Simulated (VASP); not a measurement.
# VSi (wurtzite type) (P6_3mc) in VASP: relaxation of cell and atoms with LDA

Aim: the relaxation of cell and atoms of VSi (wurtzite type) with LDA.

All numbers are computed with VASP 6.6.1; they aren't measurements. Logs are shortened: lines on timing, memory, paths and dates and some standing lists are left out, and cuts for length are marked.

## (1) The cell of the first run

The structure is hexagonal, space group P6_3mc (No. 186). Conventional cell: a = 3.185 Å, b = 3.185 Å, c = 5.192 Å, α = 90.00°, β = 90.00°, γ = 120.00°. V (site symmetry 3m) has 4 Si at 1.95 Å within 2.6 Å. Within 2.6 Å of Si (site symmetry 3m) lie 4 V at 1.95 Å.

## (2) Relaxation of cell and atoms, LDA, target pressure 79 GPa, at which the enthalpy is minimised

Input file INCAR:

```
SYSTEM = VSi
PREC     = Accurate       ! precision mode
ENCUT    = 600            ! plane-wave cutoff, eV
EDIFF    = 1E-7           ! SCF threshold, eV
ISMEAR   = -1             ! smearing method
SIGMA    = 0.1            ! smearing width, eV
LREAL    = .False.        ! projectors in reciprocal space
LASPH    = .True.         ! aspherical terms in the spheres
NELM     = 80             ! most SCF steps
ALGO     = Normal         ! electronic algorithm
ISIF     = 3              ! what is computed and relaxed
LWAVE    = .False.        ! write WAVECAR
LCHARG   = .False.        ! write CHGCAR
GGA      = CA             ! functional
IBRION   = 2              ! ionic algorithm
NSW      = 60             ! ionic steps
EDIFFG   = -0.005         ! ionic threshold
PSTRESS  = 790.0
```

Input file KPOINTS:

```
Automatic mesh
0
Gamma
  10 10 6
  0 0 0
```

Input file POSCAR:

```
VSi
1.0
    3.1851047202      0.0000000000      0.0000000000
   -1.5925523601      2.7583816014      0.0000000000
    0.0000000000      0.0000000000      5.1917206940
V Si
2 2
Direct
    0.3333333333      0.6666666667      0.0000000000
    0.6666666667      0.3333333333      0.5000000000
    0.3333333333      0.6666666667      0.3760000000
    0.6666666667      0.3333333333      0.8760000000
```

Potentials or basis: VASP PAW LDA potentials, release 64 (V_sv, Si).

Run with:

```
$ cat potpaw_LDA.64/V_sv/POTCAR potpaw_LDA.64/Si/POTCAR > POTCAR
$ mpirun -np 1 vasp_std > vasp.out
```

OUTCAR:

```text
SYSTEM = VSi
   PREC = Accurate
   ENCUT = 600
   EDIFF = 1E-7
   ISMEAR = -1
   LREAL = .False.
   LASPH = .True.
   NELM = 80
   ISIF = 3
   GGA = CA
   IBRION = 2
   NSW = 60
   EDIFFG = -0.005
   PSTRESS = 790.0

 ion  position               nearest neighbor table
   1  0.333  0.667  0.000-   4 1.95   4 1.95   4 1.95   3 1.95
   2  0.667  0.333  0.500-   3 1.95   3 1.95   3 1.95   4 1.95
   3  0.333  0.667  0.376-   2 1.95   2 1.95   2 1.95   1 1.95
   4  0.667  0.333  0.876-   1 1.95   1 1.95   1 1.95   2 1.95

  LATTYP: Found a hexagonal cell.
 ALAT       =     3.1851047202
 C/A-ratio  =     1.6300000000

  Lattice vectors:

 A1 = (   3.1851047202,   0.0000000000,   0.0000000000)
 A2 = (  -1.5925523601,   2.7583816014,   0.0000000000)
 A3 = (   0.0000000000,   0.0000000000,   5.1917206940)

Analysis of symmetry for initial positions (statically):
=====================================================================
 Subroutine PRICEL returns:
 Original cell was already a primitive cell.

 Routine SETGRP: Setting up the symmetry group for a
 hexagonal supercell.

 Subroutine GETGRP returns: Found 12 space group operations
 (whereof  6 operations were pure point group operations)
 out of a pool of 24 trial point group operations.

The static configuration has the point symmetry C_3v.
 The point group associated with its full space group is C_6v.

Analysis of symmetry for dynamics (positions and initial velocities):
=====================================================================
 Subroutine PRICEL returns:
 Original cell was already a primitive cell.

 Routine SETGRP: Setting up the symmetry group for a
 hexagonal supercell.

 Subroutine GETGRP returns: Found 12 space group operations
 (whereof  6 operations were pure point group operations)
 out of a pool of 24 trial point group operations.

The dynamic configuration has the point symmetry C_3v.
 The point group associated with its full space group is C_6v.

 Subroutine INISYM returns: Found 12 space group operations
 (whereof  6 operations are pure point group operations),
 and found     1 'primitive' translations

----------------------------------------------------------------------------------------

                                     Primitive cell

  volume of cell :      45.6131

  direct lattice vectors                    reciprocal lattice vectors
     3.185104720  0.000000000  0.000000000     0.313961420  0.181265710  0.000000000
    -1.592552360  2.758381601  0.000000000     0.000000000  0.362531420  0.000000000
     0.000000000  0.000000000  5.191720694     0.000000000  0.000000000  0.192614368

  length of vectors
     3.185104720  3.185104720  5.191720694     0.362531420  0.362531420  0.192614368

  position of ions in fractional coordinates (direct lattice)
[... 101 lines left out ...]
   IMIX   =      4    mixing-type and parameters
     AMIX     =   0.40;   BMIX     =  1.00
     AMIX_MAG =   1.60;   BMIX_MAG =  1.00
  volume/ion in A,a.u.               =      11.40        76.95
  Fermi-wavevector in a.u.,A,eV,Ry     =   1.484356  2.805026 29.977881  2.203312
  Thomas-Fermi vector in A             =   2.597903
   LORBIT       =      0    0 simple, 1 ext, 2 COOP (PROOUT), +10 PAW based schemes
   GGA     = CA    functional components
   LHFCALC =     F    Hartree Fock is set to
   AEXX    =    0.0000 exact exchange contribution
   IVDW    =     0    specifies the selected vdW correction
   LEPSILON=     F    determine dielectric tensor
   LRPA    =     F    only Hartree local field effects (RPA)
 conjugate gradient relaxation of ions
 non-spin polarized calculation
  energy-cutoff  :      600.00
  volume of cell :       45.61
 maximum number of plane-waves:      1542
 NGX is ok and might be reduce to    28
   NGX = 13   NGY = 13   NGZ = 21

--------------------------------------- Ionic step        1  -------------------------------------------

 number of electron      34.0000004 magnetization

 Free energy of the ion-electron system (eV)
  ---------------------------------------------------
  ext. energy  EPLUGINS =         0.00000000
  ---------------------------------------------------
  free energy    TOTEN  =       -19.34810276 eV

  energy without entropy =      -19.24582449  energy(sigma->0) =      -19.29696362

------------------------ aborting loop because EDIFF is reached ----------------------------------------

  FORCE on cell =-STRESS in cart. coord.  units (eV):
  Direction    XX          YY          ZZ          XY          YZ          ZX
  --------------------------------------------------------------------------------------
  -------------------------------------------------------------------------------------
  Total       35.1820087     35.1820087     30.9057724      0.0000000      0.0000000      0.0000000
  in kB     1235.7819012   1235.7819012   1085.5774191      0.0000000      0.0000000      0.0000000
  external PRESSURE =     395.7137405 kB  Pullay stress =     790.0000000 kB
[... 67 lines left out ...]
--------------------------------------- Ionic step        3  -------------------------------------------

 number of electron      33.9999994 magnetization

 E-fermi :   9.9088     XC(G=0): -12.2372

 val. band max:        9.8951412581   @ k =   0.1000   0.0000   0.3333
 cond. band min:       9.9214086095   @ k =   0.4000   0.0000   0.3333
 fundamental gap:      0.0262673514
 Fermi energy:         9.9087842930

 k-point     1 :       0.0000    0.0000    0.0000
  band No.  band energies     occupation
      1     -52.6746      2.00000
      2     -52.6559      2.00000
      3     -27.2601      2.00000
      4     -27.1130      2.00000
      5     -27.1130      2.00000
      6     -27.0956      2.00000
[... 602 lines left out ...]
  energy  without entropy=      -22.9760021344  energy(sigma->0) =      -23.03074973

  enthalpy is  TOTEN    =         2.4686754135 eV   P V=       25.5541727462

[... ionic steps 4 to 32 ...]

--------------------------------------- Ionic step       33  -------------------------------------------

 number of electron      34.0000006 magnetization

------------------------ aborting loop because EDIFF is reached ----------------------------------------
[... 75 lines left out ...]
--------------------------------------- Ionic step       35  -------------------------------------------

 number of electron      34.0000006 magnetization

 Free energy of the ion-electron system (eV)
  ---------------------------------------------------
  ext. energy  EPLUGINS =         0.00000000
  ---------------------------------------------------
  free energy    TOTEN  =       -27.05825085 eV

  energy without entropy =      -26.94528489  energy(sigma->0) =      -27.00176787

 E-fermi :  10.8796     XC(G=0): -12.5710

 val. band max:       10.8697927226   @ k =   0.3000   0.1000   0.3333
 cond. band min:      10.8915485325   @ k =   0.3000   0.1000   0.1667
 fundamental gap:      0.0217558099
 Fermi energy:        10.8795868956

 k-point     1 :       0.0000    0.0000    0.0000
  band No.  band energies     occupation
      1     -51.7294      2.00000
      2     -51.6596      2.00000
      3     -26.2838      2.00000
      4     -26.2838      2.00000
      5     -26.2361      2.00000
      6     -26.1524      2.00000
[... 602 lines left out ...]
  energy  without entropy=      -26.9452848898  energy(sigma->0) =      -27.00176787

  enthalpy is  TOTEN    =        -3.2719501223 eV   P V=       23.7863007302

 reached required accuracy - stopping structural energy minimisation
```

CONTCAR:

```text
VSi
   1.00000000000000
     3.6368678549360922    0.0000000000000000    0.0000000000000000
    -1.8184339274680461    3.1496199525083877   -0.0000000000000000
    -0.0000000000000000   -0.0000000000000000    4.2113828299667251
  V               Si
     2     2
Direct
     0.3333333332999970    0.6666666667000030    0.9379990906116215
     0.6666666667000030    0.3333333332999970    0.4379990906116213
     0.3333333332999970    0.6666666667000030    0.4380009093883762
     0.6666666667000030    0.3333333332999970    0.9380009093883762

  0.00000000E+00  0.00000000E+00  0.00000000E+00
  0.00000000E+00  0.00000000E+00  0.00000000E+00
  0.00000000E+00  0.00000000E+00  0.00000000E+00
  0.00000000E+00  0.00000000E+00  0.00000000E+00
```

Wall time 38 min (1 thread of Intel Xeon 8259CL, shared host); peak memory 0.21 GiB.

Results:

```yaml
Free_energy: -27.0583 eV
Relaxed_volume: 12.06 Å³/atom
Relaxed_cell: a = 3.637 Å, b = 3.637 Å, c = 4.211 Å, α = 90.00°, β = 90.00°, γ = 120.00°
Space_group_after_relaxing_to_0.1_Å: P6_3/mmc (No. 194)
Energy_change_on_relaxing_the_run_minimises_the_enthalpy: -1927.5 meV/atom
Ionic_steps: 35
Pressure_after_relaxing: 79.0 GPa
Band_gap_on_the_k_mesh: zero (bands 17 and 18 overlap by 1.96 eV)
```

Step by step:
```tsv
step	energy change (eV)	largest force (eV/Å)	pressure (GPa)	volume (Å³)
1	0.0000	0.5105	118.57	45.61
2	-7.7518	0.8962	17.78	66.80
3	-3.7374	0.7941	73.55	51.83
4	-3.4615	0.7717	76.93	51.25
5	-4.0110	2.0892	73.78	51.48
6	-6.5938	5.8560	64.76	51.48
7	1.9380	8.2015	130.54	48.08
8	-5.6922	10.1572	71.69	51.25
9	-5.7618	9.6301	82.21	50.09
10	-6.0483	10.3949	78.10	50.40
11	-5.9590	10.1456	79.62	50.28
12	-5.9694	10.0793	79.58	50.29
13	-5.9978	9.8765	79.52	50.31
14	-6.0416	9.4539	79.42	50.35
15	-6.0736	8.5345	79.51	50.42
16	-6.0659	9.0031	79.41	50.38
17	-6.0919	8.9445	79.29	50.38
18	-6.1689	8.7702	78.92	50.38
19	-6.3185	8.4283	78.19	50.38
20	-6.5997	7.7697	76.81	50.37
21	-7.0940	6.5490	74.31	50.35
22	-7.8336	4.4555	70.40	50.28
23	-8.4739	1.4158	66.28	50.08
24	-8.4859	0.8184	65.93	50.01
25	-8.4800	0.6900	65.91	49.99
26	-8.3561	0.6062	68.07	49.68
27	-7.9578	0.3370	74.81	48.77
28	-7.0339	0.2899	89.77	46.96
29	-7.6793	0.1545	79.40	48.18
30	-7.6617	0.1425	79.69	48.14
31	-7.6715	0.0991	79.55	48.16
32	-7.6930	0.0021	79.25	48.21
33	-7.6958	0.0108	79.20	48.21
34	-7.7022	0.0059	79.11	48.22
35	-7.7101	0.0001	78.97	48.24
```

Final structure:
```xyz
4
Lattice="3.6369 0.0000 0.0000 -1.8184 3.1496 0.0000 0.0000 0.0000 4.2114" Properties=species:S:1:pos:R:3 pbc="T T T"
V     0.0000    2.0997    3.9503
V     1.8184    1.0499    1.8446
Si    0.0000    2.0997    1.8446
Si    1.8184    1.0499    3.9503
```

Levels at points of the mesh, in eV from the Fermi level:
| k point | band 15 | band 16 | band 17 | band 18 | band 19 | band 20 |
| --- | --- | --- | --- | --- | --- | --- |
| (0.00, 0.00, 0.00) | -2.60 | -1.38 | -1.38 | -0.34 | 1.57 | 1.57 |
| (0.50, 0.00, 0.00) | -1.71 | -1.28 | -0.21 | 0.21 | 0.88 | 1.07 |
| (0.00, 0.00, 0.50) | -2.67 | -2.67 | 1.28 | 1.28 | 1.28 | 1.28 |
| (0.50, 0.00, 0.50) | -2.31 | -2.31 | 0.16 | 0.16 | 0.69 | 0.69 |

Caveat: the cell is relaxed towards a set pressure, so the run minimises the enthalpy, not the energy; a cell axis changed by over 15 % at a fixed basis, so the end point is rough.

The gap in the log of VASP goes by the Fermi energy; the results here count the filled bands.